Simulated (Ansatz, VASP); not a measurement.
## AlAs in VASP and in Ansatz

The input INCAR:

```
PREC = Accurate ; ENCUT = 500
EDIFF = 1E-6 ; ISMEAR = 0
SIGMA = 0.02 ; LREAL = False
LASPH = True ; NELM = 120
ALGO = Normal ; ISIF = 2
LWAVE = False ; LCHARG = True
GGA = CA ; LELF = True
LVHAR = True ; NBANDS = 11
GGA_COMPAT = False
```

KPOINTS

```
regular mesh
0
Gamma
  8 8 8
```

File POSCAR:

```
AlAs
1.0
    0.0000000000      2.8145100285      2.8145100285
    2.8145100285      0.0000000000      2.8145100285
    2.8145100285      2.8145100285      0.0000000000
Al As
1 1
Direct
    0.0000000000      0.0000000000      0.0000000000
    0.2500000000      0.2500000000      0.2500000000
```

Input for Ansatz:

```yaml
crystal:
  lattice:
    - [0.0, 2.8145100285, 2.8145100285]
    - [2.8145100285, 0.0, 2.8145100285]
    - [2.8145100285, 2.8145100285, 0.0]
  atoms:
    - { symbol: Al, position: [0.0, 0.0, 0.0] }
    - { symbol: As, position: [0.25, 0.25, 0.25] }
basis:
  ecutwfc: 420
kpoints:
  mp_grid: { grid: [8, 8, 8] }
  band_path:
    path:
      - [[0.0, 0.0, 0.0], [-0.5, -0.5, 0.0], [-0.375, -0.375, 0.25]]
      - [[-0.375, 0.0, 0.375], [0.0, 0.0, 0.0], [0.0, 0.0, 0.5], [-0.5, -0.25, 0.25], [-0.5, -0.5, 0.0]]
    npoints: 10
hamiltonian:
  xc: lda
  pseudopotentials: { kind: paw }
scf:
  occupations: { method: gaussian, width: 0.02 }
  n_extra_bands: 7
output:
  forces: true
  stress: true
  eigenvalues: true
```

Alike in both runs: task single point; functional LDA; k mesh 8 × 8 × 8; occupations gaussian, width 0.02 eV; no spin polarisation.

|  | VASP | Ansatz |
| --- | --- | --- |
| version | VASP 6.6.1 | Ansatz 0.2.0 |
| potentials or method | VASP PAW LDA potentials, release 64 (Al, As), cutoff 500 eV | scalar-relativistic, plane waves, PAW |
| valence electrons in the cell | 8 | 18 |

VASP gave:

| Property | Result |
| --- | --- |
| gap on the k mesh at the Fermi level (eV) | 1.31 |
| least direct gap on the mesh (eV) | 2.02 |
| pressure (GPa) | 0.4 |

Task: Which values does Ansatz return?

Result: gap on the k mesh at the Fermi level (eV): 1.32; least direct gap on the mesh (eV): 1.98; pressure (GPa): 0.0.

LDA's correlation is that of Perdew and Zunger in VASP and of Perdew and Wang (1992) in Ansatz. VASP's potentials hold 8 valence electrons a cell and Ansatz's 18, so a difference there can come from the potentials and not from the codes.
